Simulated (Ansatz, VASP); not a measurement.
# One calculation of SiC, two programs

```
Si C
1.0
     0.00000    2.18986    2.18986
     2.18986    0.00000    2.18986
     2.18986    2.18986    0.00000
Si C
1 1
Cartesian
  3.2848 3.2848 3.2848
  0.0000 0.0000 0.0000
```

Alike in both runs: task single point; functional PBE; k mesh 10 × 10 × 10; occupations gaussian, width 0.02 eV; no spin polarisation.

|  | VASP | Ansatz |
| --- | --- | --- |
| version | VASP 6.6.1 | Ansatz 0.2.0 |
| potentials or method | VASP PAW PBE potentials, release 64 (Si, C), cutoff 520 eV | scalar-relativistic, plane waves, PAW |
| valence electrons in the cell | 8 | 8 |

```csv
,VASP,Ansatz,Ansatz less VASP
gap on the k mesh at the Fermi level (eV),1.37,1.37,+0.002
least direct gap on the mesh (eV),4.53,4.53,+0.003
pressure (GPa),0.0,0.0,+0.05
```
